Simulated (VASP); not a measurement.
Write the native input for VASP 6.6.1 that does the following.

| Item | Value |
| --- | --- |
| Task | relaxation of cell and atoms |
| Functional | PBE |
| Potentials or basis | VASP PAW PBE potentials, release 64 (Zn, S) |
| Cutoff | 600 eV |
| k mesh | 24 × 24 × 10 |
| Occupations | gaussian, width 0.1 eV |
| Spin | no spin polarisation |
| Dipole correction | no |
| Further INCAR settings | ALGO = Normal; EDIFF = 1e-06; IBRION = 2; EDIFFG = -0.01; NSW = 100; ISIF = 3 |

The structure of ZnS lies in POSCAR:

```
ZnS
1.0
    2.6175778921      0.0000000000      0.0000000000
   -1.3087889461      2.2668889509      0.0000000000
    0.0000000000      0.0000000000      5.6711160716
Zn S
1 1
Direct
    0.0000000000      0.0000000000      0.5000000000
    0.0000000000      0.0000000000      0.0000000000
```

The input as run:

INCAR

```
PREC = Accurate
ENCUT = 600
EDIFF = 1E-6
ISMEAR = 0
SIGMA = 0.1
LREAL = False
LASPH = True
NELM = 80
ALGO = Normal
ISIF = 3
LWAVE = False
LCHARG = False
GGA = PE
IBRION = 2
NSW = 100
EDIFFG = -0.01
```

KPOINTS

```
regular mesh
0
Gamma
  24 24 10
```

Potentials or basis: VASP PAW PBE potentials, release 64 (Zn, S).

The run is started by

```console
$ cat potpaw_PBE.64/Zn/POTCAR potpaw_PBE.64/S/POTCAR > POTCAR
$ mpirun -np 1 vasp_std > vasp.out
```

Results of the run:

```json
{
 "Relaxed volume": "16.73 Å³/atom",
 "Relaxed cell": "a = 2.647 Å, b = 2.647 Å, c = 5.514 Å, α = 90.00°, β = 90.00°, γ = 120.00°",
 "Space group after relaxing (to 0.05 Å)": "P6/mmm (No. 191)",
 "Energy gained by relaxing": "7.0 meV/atom",
 "Ionic steps": "8",
 "Pressure after relaxing": "0.1 GPa",
 "Band gap on the k mesh": "zero (band 9 reaches 8.44 eV, above the bottom of band 10 at 2.62 eV)"
}
```

Run time: 12 min on 1 thread of AMD EPYC 9R45 (Zen 5), on a shared host, peak memory 0.31 GiB.
